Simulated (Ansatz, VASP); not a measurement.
**Ti2Te3Pt: VASP beside Ansatz**

```xyz
6
Lattice="3.7876 2.1868 3.3321 -3.7876 2.1868 3.3321 0.0000 -4.3736 3.3321" Properties=species:S:1:pos:R:3 pbc="T T T"
Ti    0.0000    0.0000    0.5639
Ti    0.0000    0.0000    7.3943
Te   -1.8520    1.0692    2.2993
Te    0.0000   -2.1385    2.2993
Te    1.8520    1.0692    2.2993
Pt    0.0000    0.0000    5.1882
```

Alike in both runs: functional PBE; k mesh 3 × 3 × 3; occupations gaussian, width 0.1 eV; no spin polarisation.

Ansatz relaxed the structure, and its values are those at the end. VASP's run is a single point on that final structure, the one shown.

|  | VASP | Ansatz |
| --- | --- | --- |
| version | VASP 6.6.1 | Ansatz 0.2.0 |
| potentials or method | VASP PAW PBE potentials, release 64 (Ti_sv, Te, Pt), cutoff 520 eV | scalar-relativistic, plane waves, PAW |
| valence electrons in the cell | 52 | 90 |

Ansatz gave:

| Quantity | Value |
| --- | --- |
| gap on the k mesh at the Fermi level (eV) | none |
| pressure (GPa) | 0.2 |
| rms of the force components (eV/Å) | 0.005 |

Task: Which values does VASP return?

Result: gap on the k mesh at the Fermi level (eV): none; pressure (GPa): 0.2; rms of the force components (eV/Å): 0.054.

A gap of «none» marks a metal or a gap that the smearing closes. With one functional, cell and mesh, what is left measures potentials, basis and numerics. VASP's potentials hold 52 valence electrons a cell and Ansatz's 90, so a difference there can come from the potentials and not from the codes.

The k mesh is coarse, so the values compare programs but aren't converged. Spin-orbit coupling is off throughout.
